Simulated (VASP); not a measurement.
# CaAlBr (P4/nmm) in VASP: single point with PBE

Aim: the single point of CaAlBr with PBE.

Everything below comes from runs of VASP 6.6.1. Logs are shortened: lines on timing, memory, paths and dates and some standing lists are left out, and cuts for length are marked.

## 1. The cell of the first run

Symmetry: P4/nmm, No. 129, tetragonal system. Conventional cell: a = 3.992 Å, b = 3.992 Å, c = 8.186 Å, α = 90.00°, β = 90.00°, γ = 90.00°. Ca (site symmetry 4mm) has 4 Al at 2.30 Å within 3.0 Å. Within 3.0 Å of Al (site symmetry -4m2) lie 4 Ca at 2.30 Å and 4 Al at 2.82 Å. Within 4.4 Å of Br (site symmetry 4mm) lie 6 Ca at 3.22 to 4.34 Å and 4 Al at 3.36 Å and 8 Br at 3.96 to 3.99 Å.

## 2. Single point, PBE

Contents of POSCAR:

```
CaAlBr
1.0
    3.9920010000      0.0000000000      0.0000000000
    0.0000000000      3.9920010000      0.0000000000
    0.0000000000      0.0000000000      8.1857760000
Ca Al Br
2 2 2
Direct
    0.0000000000      0.5000000000      0.1400000000
    0.5000000000      0.0000000000      0.8600000000
    0.0000000000      0.0000000000      0.0000000000
    0.5000000000      0.5000000000      0.0000000000
    0.0000000000      0.5000000000      0.6700000000
    0.5000000000      0.0000000000      0.3300000000
```

Contents of INCAR.step1:

```
SYSTEM = CaAlBr
ALGO = Normal
EDIFF = 1E-6
ENCUT = 520
GGA = PE
ISIF = 2
ISMEAR = -1
LASPH = .TRUE.
LCHARG = .TRUE.
LREAL = .FALSE.
LWAVE = .FALSE.
NBANDS = 29
NELM = 80
PREC = Accurate
SIGMA = 0.0147
```

Contents of KPOINTS.step1:

```
k-points
0
G
  9 9 4
  0 0 0
```

Contents of INCAR.step2:

```
SYSTEM = CaAlBr
ALGO = Normal
EDIFF = 1E-6
ENCUT = 520
GGA = PE
ICHARG = 11
ISIF = 2
ISMEAR = -5
LASPH = .TRUE.
LCHARG = .FALSE.
LORBIT = 11
LREAL = .FALSE.
LWAVE = .FALSE.
NBANDS = 29
NEDOS = 2001
NELM = 80
PREC = Accurate
SIGMA = 0.0147
```

Contents of KPOINTS.step2:

```
k-points
0
G
  14 14 6
  0 0 0
```

Potentials or basis: VASP PAW PBE potentials, release 64 (Ca_sv, Al, Br).

Launch:

```sh
cat potpaw_PBE.64/Ca_sv/POTCAR potpaw_PBE.64/Al/POTCAR potpaw_PBE.64/Br/POTCAR > POTCAR
cp INCAR.step1 INCAR
cp KPOINTS.step1 KPOINTS
mpirun -np 1 vasp_std > vasp.out
cp INCAR.step2 INCAR
cp KPOINTS.step2 KPOINTS
mpirun -np 1 vasp_std > vasp.out
```

OUTCAR:

```text
SYSTEM = CaAlBr
   EDIFF = 1E-6
   ENCUT = 520
   GGA = PE
   ICHARG = 11
   ISIF = 2
   ISMEAR = -5
   LASPH = .TRUE.
   LORBIT = 11
   LREAL = .FALSE.
   NELM = 80
   PREC = Accurate

 ion  position               nearest neighbor table
   1  0.000  0.500  0.140-   3 2.30   4 2.30   3 2.30   4 2.30
   2  0.500  0.000  0.860-   3 2.30   4 2.30   4 2.30   3 2.30
   3  0.000  0.000  0.000-   1 2.30   2 2.30   1 2.30   2 2.30   4 2.82   4 2.82   4 2.82   4 2.82

   4  0.500  0.500  0.000-   1 2.30   2 2.30   2 2.30   1 2.30   3 2.82   3 2.82   3 2.82   3 2.82

   5  0.000  0.500  0.670-
   6  0.500  0.000  0.330-

  LATTYP: Found a simple tetragonal cell.
 ALAT       =     3.9920010000
 C/A-ratio  =     2.0505445765

  Lattice vectors:

 A1 = (   3.9920010000,   0.0000000000,   0.0000000000)
 A2 = (   0.0000000000,   3.9920010000,   0.0000000000)
 A3 = (   0.0000000000,   0.0000000000,   8.1857760000)

Analysis of symmetry for initial positions (statically):
=====================================================================
 Subroutine PRICEL returns:
 Original cell was already a primitive cell.

 Routine SETGRP: Setting up the symmetry group for a
 simple tetragonal supercell.

 Subroutine GETGRP returns: Found 16 space group operations
 (whereof  8 operations were pure point group operations)
 out of a pool of 16 trial point group operations.

The static configuration has the point symmetry D_2d.
 The point group associated with its full space group is D_4h.

Analysis of symmetry for dynamics (positions and initial velocities):
=====================================================================
 Subroutine PRICEL returns:
 Original cell was already a primitive cell.

 Routine SETGRP: Setting up the symmetry group for a
 simple tetragonal supercell.

 Subroutine GETGRP returns: Found 16 space group operations
 (whereof  8 operations were pure point group operations)
 out of a pool of 16 trial point group operations.

The dynamic configuration has the point symmetry D_2d.
 The point group associated with its full space group is D_4h.

 Subroutine INISYM returns: Found 16 space group operations
 (whereof  8 operations are pure point group operations),
 and found     1 'primitive' translations

[... 109 lines left out ...]
   NFREE  =      0    steps in history (QN), initial steepest desc. (CG)
   ISIF   =      2    stress and relaxation
   ISYM   =      2    0-nonsym 1-usesym 2-fastsym
   POTIM  = 0.5000    time-step for ionic-motion
   TEBEG  =    0.0;   TEEND  =   0.0 temperature during run
   PSTRESS=    0.0 pullay stress
   NELECT =      40.0000    total number of electrons
   NUPDOWN=      -1.0000    fix difference up-down
   EMIN   =  10.00;   EMAX   =-10.00  energy-range for DOS
   EFERMI =   0.00;   METHOD = LEGACY
   ISMEAR =    -5;   SIGMA  =   0.01  broadening in eV -4-tet -1-fermi 0-gaus
   EFERMI_NEDOS =   21; number of points for ismear=-14 and -15
   IALGO  =     38    algorithm
   IMIX   =      4    mixing-type and parameters
     AMIX     =   0.40;   BMIX     =  1.00
     AMIX_MAG =   1.60;   BMIX_MAG =  1.00
  volume/ion in A,a.u.               =      21.74       146.72
  Fermi-wavevector in a.u.,A,eV,Ry     =   1.103946  2.086155 16.581373  1.218696
  Thomas-Fermi vector in A             =   2.240411
   LORBIT       =     11    0 simple, 1 ext, 2 COOP (PROOUT), +10 PAW based schemes
   GGA     = PE    functional components
   LHFCALC =     F    Hartree Fock is set to
   AEXX    =    0.0000 exact exchange contribution
   IVDW    =     0    specifies the selected vdW correction
   LEPSILON=     F    determine dielectric tensor
   LRPA    =     F    only Hartree local field effects (RPA)
 non-spin polarized calculation
 Fermi weights with tetrahedron method with Bloechl corrections
  energy-cutoff  :      520.00
  volume of cell :      130.45
 maximum number of plane-waves:      3566
 NGX is ok and might be reduce to    30

 number of electron      39.9999992 magnetization

 Free energy of the ion-electron system (eV)
  ---------------------------------------------------
  ext. energy  EPLUGINS =         0.00000000
  ---------------------------------------------------
  free energy    TOTEN  =        -7.14596991 eV

  energy without entropy =       -7.14596991  energy(sigma->0) =       -7.14596991

 E-fermi :   4.6175     XC(G=0):  -9.3288

 val. band max:        4.6305195004   @ k =   0.4286   0.0714   0.3333
 cond. band min:       4.5288391949   @ k =   0.5000   0.0000   0.0000
 fundamental gap:     -0.1016803055
 Fermi energy:         4.6175084461

 k-point     1 :       0.0000    0.0000    0.0000
  band No.  band energies     occupation
      1     -35.7124      2.00000
      2     -35.6679      2.00000
      3     -17.1407      2.00000
      4     -17.1407      2.00000
      5     -17.0013      2.00000
      6     -17.0013      2.00000
[... 757 lines left out ...]
     28       9.0001      0.00000
     29       9.5852      0.00000

 [... further k-points ...]
[... 5 lines left out ...]
  --------------------------------------------------------------------------------------
  -------------------------------------------------------------------------------------
  Total       27.0714546     27.0714546     24.0392136      0.0000000      0.0000000     -0.0000000
  in kB      332.4918733    332.4918733    295.2498600      0.0000000      0.0000000     -0.0000000
  external PRESSURE =     320.0778689 kB  Pullay stress =       0.0000000 kB

 VOLUME and BASIS-vectors are now :
 -----------------------------------------------------------------------------
  energy-cutoff  :      520.00
  volume of cell :      130.45
      direct lattice vectors                 reciprocal lattice vectors
     3.992001000  0.000000000  0.000000000     0.250500939  0.000000000  0.000000000
     0.000000000  3.992001000  0.000000000     0.000000000  0.250500939  0.000000000
     0.000000000  0.000000000  8.185776000     0.000000000  0.000000000  0.122163128

 POSITION                                       TOTAL-FORCE (eV/Angst)
 -----------------------------------------------------------------------------------
      0.00000      1.99600      1.14601         0.000000     -0.000000     10.311270
      1.99600      0.00000      7.03977        -0.000000     -0.000000    -10.311270
      0.00000      0.00000      0.00000         0.000000     -0.000000      0.000000
      1.99600      1.99600      0.00000         0.000000      0.000000      0.000000
      0.00000      1.99600      5.48447         0.000000      0.000000     -0.025696
      1.99600      0.00000      2.70131         0.000000      0.000000      0.025696
 -----------------------------------------------------------------------------------
    total drift:                                0.000000     -0.000000     -0.000000

  FREE ENERGIE OF THE ION-ELECTRON SYSTEM (eV)
  ---------------------------------------------------
  free  energy   TOTEN  =        -7.1459699075 eV

  energy  without entropy=       -7.1459699075  energy(sigma->0) =       -7.14596991

 total charge

# of ion       s       p       d       tot
------------------------------------------
    1        2.091   5.885   0.727   8.703
    2        2.091   5.885   0.727   8.703
    3        0.618   0.430   0.000   1.048
    4        0.618   0.430   0.000   1.048
    5        1.619   3.194   0.013   4.827
    6        1.619   3.194   0.013   4.827
--------------------------------------------------
tot          8.658  19.018   1.480  29.156
```

OUTCAR.step1:

```text
SYSTEM = CaAlBr
   EDIFF = 1E-6
   ENCUT = 520
   GGA = PE
   ISIF = 2
[... 1010 lines left out ...]
      0.00000      0.00000      0.00000         0.000000     -0.000000      0.000000
      1.99600      1.99600      0.00000         0.000000      0.000000      0.000000
      0.00000      1.99600      5.48447        -0.000000      0.000000     -0.034650
      1.99600      0.00000      2.70131         0.000000      0.000000      0.034650
 -----------------------------------------------------------------------------------
    total drift:                                0.000000     -0.000000     -0.000000

  FREE ENERGIE OF THE ION-ELECTRON SYSTEM (eV)
  ---------------------------------------------------
  free  energy   TOTEN  =        -7.1428452819 eV

  energy  without entropy=       -7.1391687921  energy(sigma->0) =       -7.14100704
```

Run time: 9.3 min. Hardware: 1 thread of Intel Xeon Platinum 8375C at 2.90GHz (Ice Lake), shared host; peak memory 0.6 GiB.

Results:

| Property | Result |
| --- | --- |
| Valence electrons inside the program's atomic spheres | Ca 8.70; Al 1.05; Br 4.83 |

Levels at points of the mesh, in eV from the Fermi level:
| k point | band 16 | band 17 | band 18 | band 19 | band 20 | band 21 | band 22 | band 23 | band 24 | band 25 |
| --- | --- | --- | --- | --- | --- | --- | --- | --- | --- | --- |
| (0.00, 0.00, 0.00) | -2.79 | -2.79 | -2.65 | -0.98 | -0.98 | -0.29 | 0.19 | 1.65 | 2.72 | 3.23 |
| (0.50, 0.00, 0.00) | -3.01 | -2.50 | -2.50 | -0.16 | -0.16 | -0.09 | -0.09 | 2.43 | 2.43 | 3.56 |
| (0.50, 0.50, 0.00) | -4.05 | -3.59 | -3.59 | -1.33 | -1.33 | 2.69 | 2.69 | 3.13 | 3.13 | 3.47 |
| (0.00, 0.00, 0.50) | -2.77 | -2.65 | -2.08 | -0.97 | -0.97 | -0.52 | -0.30 | 1.65 | 2.77 | 3.33 |
| (0.50, 0.00, 0.50) | -3.23 | -3.01 | -3.01 | -0.13 | -0.13 | 0.36 | 0.36 | 2.55 | 2.55 | 3.36 |
| (0.50, 0.50, 0.50) | -4.39 | -3.34 | -3.34 | -1.12 | -1.12 | 2.26 | 2.26 | 3.13 | 3.13 | 3.25 |

Caveat: tetrahedron occupations give inexact forces and stress in metals.
